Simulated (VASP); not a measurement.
# LiCaF3 (P4/mmm) in VASP: notebook

Runs on LiCaF3. Level: LDA. Tasks: single point.

All numbers are computed with VASP 6.6.1; they aren't measurements. Logs are shortened: lines on timing, memory, paths and dates and some standing lists are left out, and cuts for length are marked.

## 1. The cell of the first run

It takes space group P4/mmm (No. 123, tetragonal). Conventional cell: a = 3.761 Å, b = 3.761 Å, c = 3.930 Å, α = 90.00°, β = 90.00°, γ = 90.00°. Within 2.5 Å of Li (site symmetry 4/mmm) lie 6 F at 1.88 to 1.97 Å. Within 3.5 Å of Ca (site symmetry 4/mmm) lie 12 F at 2.66 to 2.72 Å and 8 Li at 3.31 Å. Within 2.5 Å of F (site symmetry mmm) lie 2 Li at 1.88 Å. Within 2.6 Å of F (site symmetry 4/mmm) lie 2 Li at 1.97 Å.

## 2. Single point, LDA (strain +0.0450 x Voigt [0, 0, 1, 0, 0, 0])

INCAR reads:

```
ALGO = Normal
EDIFF = 1E-6
ENCUT = 520
GGA = CA
ISIF = 2
ISMEAR = 0
LASPH = True
LCHARG = False
LREAL = False
LWAVE = False
NBANDS = 25
NELM = 60
PREC = Accurate
SIGMA = 0.05
```

KPOINTS reads:

```
k-points
0
Gamma
  6 6 6
```

POSCAR reads:

```
LiCaF3
1.0
    3.7612440000      0.0000000000      0.0000000000
    0.0000000000      3.7612440000      0.0000000000
    0.0000000000      0.0000000000      3.9304999800
Li Ca F
1 1 3
Direct
    0.5000000000      0.5000000000      0.5000000000
    0.0000000000      0.0000000000      0.0000000000
    0.0000000000      0.5000000000      0.5000000000
    0.5000000000      0.5000000000      0.0000000000
    0.5000000000      0.0000000000      0.5000000000
```

Potentials or basis: VASP PAW LDA potentials, release 64 (Li_sv, Ca_sv, F).

Command:

```sh
$ cat potpaw_LDA.64/Li_sv/POTCAR potpaw_LDA.64/Ca_sv/POTCAR potpaw_LDA.64/F/POTCAR > POTCAR
$ mpirun -np 1 vasp_std > vasp.out
```

OUTCAR:

```text
EDIFF = 1E-6
   ENCUT = 520
   GGA = CA
   ISIF = 2
   ISMEAR = 0
   LASPH = True
   LREAL = False
   NELM = 60
   PREC = Accurate

 ion  position               nearest neighbor table
   1  0.500  0.500  0.500-   3 1.88   5 1.88   5 1.88   3 1.88   4 1.97   4 1.97
   2  0.000  0.000  0.000-
   3  0.000  0.500  0.500-   1 1.88   1 1.88
   4  0.500  0.500  0.000-   1 1.97   1 1.97
   5  0.500  0.000  0.500-   1 1.88   1 1.88

  LATTYP: Found a simple tetragonal cell.
 ALAT       =     3.7612440000
 C/A-ratio  =     1.0450000000

  Lattice vectors:

 A1 = (   3.7612440000,   0.0000000000,   0.0000000000)
 A2 = (   0.0000000000,   3.7612440000,   0.0000000000)
 A3 = (   0.0000000000,   0.0000000000,   3.9304999800)

Analysis of symmetry for initial positions (statically):
=====================================================================
 Subroutine PRICEL returns:
 Original cell was already a primitive cell.

 Routine SETGRP: Setting up the symmetry group for a
 simple tetragonal supercell.

 Subroutine GETGRP returns: Found 16 space group operations
 (whereof 16 operations were pure point group operations)
 out of a pool of 16 trial point group operations.

The static configuration has the point symmetry D_4h.

Analysis of symmetry for dynamics (positions and initial velocities):
=====================================================================
 Subroutine PRICEL returns:
 Original cell was already a primitive cell.

 Routine SETGRP: Setting up the symmetry group for a
 simple tetragonal supercell.

 Subroutine GETGRP returns: Found 16 space group operations
 (whereof 16 operations were pure point group operations)
 out of a pool of 16 trial point group operations.

The dynamic configuration has the point symmetry D_4h.

 Subroutine INISYM returns: Found 16 space group operations
 (whereof 16 operations are pure point group operations),
 and found     1 'primitive' translations

----------------------------------------------------------------------------------------

                                     Primitive cell

  volume of cell :      55.6046

  direct lattice vectors                    reciprocal lattice vectors
     3.761244000  0.000000000  0.000000000     0.265869484  0.000000000  0.000000000
     0.000000000  3.761244000  0.000000000     0.000000000  0.265869484  0.000000000
     0.000000000  0.000000000  3.930499980     0.000000000  0.000000000  0.254420558

  length of vectors
     3.761244000  3.761244000  3.930499980     0.265869484  0.265869484  0.254420558

  position of ions in fractional coordinates (direct lattice)
     0.500000000  0.500000000  0.500000000
     0.000000000  0.000000000  0.000000000
     0.000000000  0.500000000  0.500000000
     0.500000000  0.500000000  0.000000000
     0.500000000  0.000000000  0.500000000

  ion indices of the primitive-cell ions
   primitive index   ion index
                 1           1
                 2           2
                 3           3
                 4           4
                 5           5

----------------------------------------------------------------------------------------

 KPOINTS: k-points

Automatic generation of k-mesh.
 Grid dimensions read from file:
 generate k-points for:    6    6    6

 Generating k-lattice:

  Cartesian coordinates                     Fractional coordinates (reciprocal lattice)
     0.044311581  0.000000000  0.000000000     0.166666667  0.000000000  0.000000000
     0.000000000  0.044311581  0.000000000     0.000000000  0.166666667  0.000000000
     0.000000000  0.000000000  0.042403426     0.000000000  0.000000000  0.166666667

  Length of vectors
     0.044311581  0.044311581  0.042403426

  Shift w.r.t. Gamma in fractional coordinates (k-lattice)
     0.000000000  0.000000000  0.000000000

 Subroutine IBZKPT returns following result:
 ===========================================

 Found     40 irreducible k-points:

 Following reciprocal coordinates:
            Coordinates               Weight
  0.000000  0.000000  0.000000      1.000000
  0.166667  0.000000  0.000000      4.000000
  0.333333  0.000000  0.000000      4.000000
  0.500000  0.000000  0.000000      2.000000
  0.166667  0.166667  0.000000      4.000000
  0.333333  0.166667  0.000000      8.000000
[... 16 lines left out ...]
  0.333333  0.000000  0.333333      8.000000
  0.500000  0.000000  0.333333      4.000000
 [... further k-points ...]
   k-points           NKPTS =     40   k-points in BZ     NKDIM =     40   number of bands    NBANDS=     25
   number of dos      NEDOS =    301   number of ions     NIONS =      5
   total plane-waves  NPLWV =  23520
   dimension x,y,z NGX =    28 NGY =   28 NGZ =   30
   dimension x,y,z NGXF=    56 NGYF=   56 NGZF=   60
   ions per type =               1   1   3
   NGX,Y,Z   is equivalent  to a cutoff of  12.38, 12.38, 12.69 a.u.
   NGXF,Y,Z  is equivalent  to a cutoff of  24.75, 24.75, 25.38 a.u.
 SYSTEM =  unknown system
   PREC   = accura    normal or accurate (medium, high low for compatibility)
   ISTART =      0    job   : 0-new  1-cont  2-samecut
   ICHARG =      2    charge: 1-file 2-atom 10-const
   ISPIN  =      1    spin polarized calculation?
   LNONCOLLINEAR =      F non collinear calculations
   LSORBIT =      F    spin-orbit coupling
   LASPH  =      T    aspherical Exc in radial PAW
   ENCUT  =  520.0 eV  38.22 Ry    6.18 a.u.   6.99  6.99  7.31*2*pi/ulx,y,z
   NELM   =     60;   NELMIN=  2; NELMDL= -5     # of ELM steps
   EDIFF  = 0.1E-05   stopping-criterion for ELM
   LREAL  =      F    real-space projection
   EDIFFG = 0.1E-04   stopping-criterion for IOM
   NSW    =      0    number of steps for IOM
   IBRION =     -1    ionic relax: 0-MD 1-quasi-New 2-CG
   NFREE  =      0    steps in history (QN), initial steepest desc. (CG)
   ISIF   =      2    stress and relaxation
   ISYM   =      2    0-nonsym 1-usesym 2-fastsym
   POTIM  = 0.5000    time-step for ionic-motion
   TEBEG  =    0.0;   TEEND  =   0.0 temperature during run
   PSTRESS=    0.0 pullay stress
   NELECT =      34.0000    total number of electrons
   NUPDOWN=      -1.0000    fix difference up-down
   EMIN   =  10.00;   EMAX   =-10.00  energy-range for DOS
   EFERMI =   0.00;   METHOD = LEGACY
   ISMEAR =     0;   SIGMA  =   0.05  broadening in eV -4-tet -1-fermi 0-gaus
   EFERMI_NEDOS =   21; number of points for ismear=-14 and -15
   IALGO  =     38    algorithm
   IMIX   =      4    mixing-type and parameters
     AMIX     =   0.40;   BMIX     =  1.00
     AMIX_MAG =   1.60;   BMIX_MAG =  1.00
  volume/ion in A,a.u.               =      11.12        75.05
  Fermi-wavevector in a.u.,A,eV,Ry     =   1.389518  2.625808 26.269591  1.930760
  Thomas-Fermi vector in A             =   2.513541
   LORBIT       =      0    0 simple, 1 ext, 2 COOP (PROOUT), +10 PAW based schemes
   GGA     = CA    functional components
   LHFCALC =     F    Hartree Fock is set to
   AEXX    =    0.0000 exact exchange contribution
   IVDW    =     0    specifies the selected vdW correction
   LEPSILON=     F    determine dielectric tensor
   LRPA    =     F    only Hartree local field effects (RPA)
 non-spin polarized calculation
 Gauss-broadening in eV      SIGMA  =   0.05
  energy-cutoff  :      520.00
  volume of cell :       55.60
 maximum number of plane-waves:      1518
 NGX is ok and might be reduce to    28
   NGX = 13   NGY = 13   NGZ = 15

 number of electron      33.9999962 magnetization

 Free energy of the ion-electron system (eV)
  ---------------------------------------------------
  ext. energy  EPLUGINS =         0.00000000
  ---------------------------------------------------
  free energy    TOTEN  =       -28.41275997 eV

  energy without entropy =      -28.41275997  energy(sigma->0) =      -28.41275997

 E-fermi :   0.0365     XC(G=0): -10.7493

 val. band max:       -0.3349952104   @ k =   0.5000   0.5000   0.5000
 cond. band min:       5.5361566378   @ k =   0.0000   0.0000   0.0000
 fundamental gap:      5.8711518482
 Fermi energy:         0.0365481946

 k-point     1 :       0.0000    0.0000    0.0000
  band No.  band energies     occupation
      1     -39.6773      2.00000
      2     -37.8924      2.00000
      3     -20.3156      2.00000
      4     -19.5176      2.00000
      5     -19.2988      2.00000
      6     -19.1045      2.00000
[... 17 lines left out ...]
     24      15.4218      0.00000
     25      16.3004      0.00000

 k-point     2 :       0.1667    0.0000    0.0000
  band No.  band energies     occupation
      1     -39.6761      2.00000
      2     -37.8901      2.00000
      3     -20.3536      2.00000
      4     -19.5661      2.00000
      5     -19.3964      2.00000
      6     -19.1001      2.00000
[... 17 lines left out ...]
     24      14.7735      0.00000
     25      15.4160      0.00000

 k-point     3 :       0.3333    0.0000    0.0000
  band No.  band energies     occupation
      1     -39.6739      2.00000
      2     -37.8854      2.00000
      3     -20.4328      2.00000
      4     -19.6752      2.00000
      5     -19.4278      2.00000
      6     -19.0912      2.00000
[... 17 lines left out ...]
     24      12.3311      0.00000
     25      15.4041      0.00000

 k-point     4 :       0.5000    0.0000    0.0000
  band No.  band energies     occupation
      1     -39.6727      2.00000
      2     -37.8831      2.00000
      3     -20.4734      2.00000
      4     -19.7202      2.00000
      5     -19.4301      2.00000
      6     -19.0868      2.00000
[... 17 lines left out ...]
     24      10.1117      0.00000
     25      15.3989      0.00000

 k-point     5 :       0.1667    0.1667    0.0000
  band No.  band energies     occupation
      1     -39.6750      2.00000
      2     -37.8878      2.00000
      3     -20.3635      2.00000
      4     -19.5546      2.00000
      5     -19.5488      2.00000
      6     -19.0897      2.00000
[... 17 lines left out ...]
     24      14.5700      0.00000
     25      15.0214      0.00000

 k-point     6 :       0.3333    0.1667    0.0000
  band No.  band energies     occupation
      1     -39.6729      2.00000
      2     -37.8831      2.00000
      3     -20.3879      2.00000
      4     -19.7359      2.00000
      5     -19.5125      2.00000
      6     -19.0813      2.00000
[... 17 lines left out ...]
     24      12.3945      0.00000
     25      14.8884      0.00000
[... 393 lines left out ...]
 k-point    21 :       0.0000    0.0000    0.3333
  band No.  band energies     occupation
      1     -39.6752      2.00000
      2     -37.8884      2.00000
      3     -20.3430      2.00000
      4     -19.8653      2.00000
      5     -19.2880      2.00000
      6     -19.0962      2.00000
[... 17 lines left out ...]
     24      11.9982      0.00000
     25      16.0899      0.00000

 k-point    22 :       0.1667    0.0000    0.3333
  band No.  band energies     occupation
      1     -39.6742      2.00000
      2     -37.8861      2.00000
      3     -20.3171      2.00000
      4     -19.9296      2.00000
      5     -19.3610      2.00000
      6     -19.0920      2.00000
[... 17 lines left out ...]
     24      12.0823      0.00000
     25      14.7088      0.00000

 k-point    23 :       0.3333    0.0000    0.3333
  band No.  band energies     occupation
      1     -39.6721      2.00000
      2     -37.8814      2.00000
      3     -20.2973      2.00000
      4     -19.9786      2.00000
      5     -19.4854      2.00000
      6     -19.0835      2.00000
[... 17 lines left out ...]
     24      12.1226      0.00000
     25      12.8259      0.00000

 k-point    24 :       0.5000    0.0000    0.3333
  band No.  band energies     occupation
      1     -39.6711      2.00000
      2     -37.8791      2.00000
      3     -20.3140      2.00000
      4     -19.9471      2.00000
      5     -19.5638      2.00000
      6     -19.0793      2.00000
[... 17 lines left out ...]
     24      10.5838      0.00000
     25      12.6189      0.00000

 [... further k-points ...]
[... 5 lines left out ...]
  --------------------------------------------------------------------------------------
  -------------------------------------------------------------------------------------
  Total       -3.5514878     -3.5514878     -5.0317103      0.0000000     -0.0000000      0.0000000
  in kB     -102.3316786   -102.3316786   -144.9824376      0.0000000     -0.0000000      0.0000000
  external PRESSURE =    -116.5485983 kB  Pullay stress =       0.0000000 kB

 VOLUME and BASIS-vectors are now :
 -----------------------------------------------------------------------------
  energy-cutoff  :      520.00
  volume of cell :       55.60
      direct lattice vectors                 reciprocal lattice vectors
     3.761244000  0.000000000  0.000000000     0.265869484  0.000000000  0.000000000
     0.000000000  3.761244000  0.000000000     0.000000000  0.265869484  0.000000000
     0.000000000  0.000000000  3.930499980     0.000000000  0.000000000  0.254420558

 POSITION                                       TOTAL-FORCE (eV/Angst)
 -----------------------------------------------------------------------------------
      1.88062      1.88062      1.96525         0.000000      0.000000      0.000000
      0.00000      0.00000      0.00000         0.000000      0.000000      0.000000
      0.00000      1.88062      1.96525         0.000000      0.000000      0.000000
      1.88062      1.88062      0.00000         0.000000      0.000000      0.000000
      1.88062      0.00000      1.96525         0.000000      0.000000      0.000000
 -----------------------------------------------------------------------------------
    total drift:                                0.000000      0.000000      0.000000

  FREE ENERGIE OF THE ION-ELECTRON SYSTEM (eV)
  ---------------------------------------------------
  free  energy   TOTEN  =       -28.4127599738 eV

  energy  without entropy=      -28.4127599738  energy(sigma->0) =      -28.41275997
```

Wall time 32 s (1 thread of AMD EPYC 7R13 (Zen 3), shared host); peak memory 0.15 GiB.

What came out:

| Property | Result |
| --- | --- |
| Free energy | -28.4128 eV |
| Band gap on the k mesh | 5.87 eV, indirect (least direct gap 6.15 eV) |

Levels at points of the mesh, in eV from the valence-band top:
```tsv
k point	band 13	band 14	band 15	band 16	band 17	band 18	band 19	band 20	band 21	band 22
(0.00, 0.00, 0.00)	-1.07	-0.92	-0.34	-0.28	-0.28	5.87	5.93	6.24	7.60	7.60
(0.50, 0.00, 0.00)	-1.33	-1.30	-1.22	-0.80	-0.60	7.04	7.31	7.77	8.27	8.42
(0.50, 0.50, 0.00)	-1.74	-1.58	-1.58	-0.22	-0.04	7.40	7.79	8.22	8.22	8.66
(0.00, 0.00, 0.50)	-1.51	-1.50	-1.37	-0.45	-0.45	6.83	6.96	7.79	8.31	8.31
(0.50, 0.00, 0.50)	-1.51	-1.47	-1.43	-0.41	-0.38	7.41	7.49	8.30	8.38	8.61
(0.50, 0.50, 0.50)	-0.46	-0.32	-0.32	-0.21	0.00	6.97	6.97	6.98	8.34	8.50
```

Caveat: the cell differs from its parent crystal (strain +0.0450 x Voigt [0, 0, 1, 0, 0, 0]); the cutoff is under 1.25 times the usual one of these potentials, so pressure, stress and relaxed cells hold a basis-set (Pulay) error.

(Part 1 of 2 ends here.)
